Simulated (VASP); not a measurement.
A run of VASP 6.6.1:

The input INCAR:

```
ALGO = Normal
EDIFF = 1E-6
ENCUT = 500
GGA = PE
GGA_COMPAT = False
ISIF = 2
ISMEAR = 0
LASPH = True
LCHARG = False
LREAL = Auto
LUSENCCL = False
LWAVE = False
NBANDS = 270
NELM = 120
PREC = Accurate
SIGMA = 0.01
```

Contents of KPOINTS:

```
Automatic mesh
0
Gamma
  2 2 2
  0.5 0.5 0.5
```

POSCAR

```
GeS
1.0
    0.0000000000      0.0000000000     -8.9164875459
   10.7854110842      0.0000000000      0.0000000000
    0.0000000000    -10.9944601956      0.0000000000
Ge S
24 24
Direct
    0.3177420166      0.8740332219      0.5833333333
    0.8177420166      0.8740332219      0.5833333333
    0.3177420166      0.8740332219      0.2500000000
    0.8177420166      0.8740332219      0.2500000000
    0.3177420166      0.8740332219      0.9166666667
    0.8177420166      0.8740332219      0.9166666667
    0.1822579834      0.1259667781      0.4166666667
    0.6822579834      0.1259667781      0.4166666667
    0.1822579834      0.1259667781      0.0833333333
    0.6822579834      0.1259667781      0.0833333333
    0.1822579834      0.1259667781      0.7500000000
    0.6822579834      0.1259667781      0.7500000000
    0.0677420166      0.6259667781      0.4166666667
    0.5677420166      0.6259667781      0.4166666667
    0.0677420166      0.6259667781      0.0833333333
    0.5677420166      0.6259667781      0.0833333333
    0.0677420166      0.6259667781      0.7500000000
    0.5677420166      0.6259667781      0.7500000000
    0.4322579834      0.3740332219      0.5833333333
    0.9322579834      0.3740332219      0.5833333333
    0.4322579834      0.3740332219      0.2500000000
    0.9322579834      0.3740332219      0.2500000000
    0.4322579834      0.3740332219      0.9166666667
    0.9322579834      0.3740332219      0.9166666667
    0.2487165679      0.6529281392      0.5833333333
    0.7487165679      0.6529281392      0.5833333333
    0.2487165679      0.6529281392      0.2500000000
    0.7487165679      0.6529281392      0.2500000000
    0.2487165679      0.6529281392      0.9166666667
    0.7487165679      0.6529281392      0.9166666667
    0.2512834321      0.3470718608      0.4166666667
    0.7512834321      0.3470718608      0.4166666667
    0.2512834321      0.3470718608      0.0833333333
    0.7512834321      0.3470718608      0.0833333333
    0.2512834321      0.3470718608      0.7500000000
    0.7512834321      0.3470718608      0.7500000000
    0.4987165679      0.8470718608      0.4166666667
    0.9987165679      0.8470718608      0.4166666667
    0.4987165679      0.8470718608      0.0833333333
    0.9987165679      0.8470718608      0.0833333333
    0.4987165679      0.8470718608      0.7500000000
    0.9987165679      0.8470718608      0.7500000000
    0.0012834321      0.1529281392      0.5833333333
    0.5012834321      0.1529281392      0.5833333333
    0.0012834321      0.1529281392      0.2500000000
    0.5012834321      0.1529281392      0.2500000000
    0.0012834321      0.1529281392      0.9166666667
    0.5012834321      0.1529281392      0.9166666667
```

Potentials or basis: VASP PAW PBE potentials, release 64 (Ge_d, S).

Run with:

```bash
$ cat potpaw_PBE.64/Ge_d/POTCAR potpaw_PBE.64/S/POTCAR > POTCAR
$ mpirun -np 1 vasp_std > vasp.out
```

Hardware: 1 × NVIDIA H100 80GB with 1 thread of AMD EPYC 7R13 Processor (Zen 3) (shared host).

How long does it take, and how much memory?

It took 81 s on 1 × NVIDIA H100 80GB with 1 thread of AMD EPYC 7R13 Processor (Zen 3), with other jobs on the host, peak memory 1.7 GiB. Counts: scf iterations 15, k points 1.
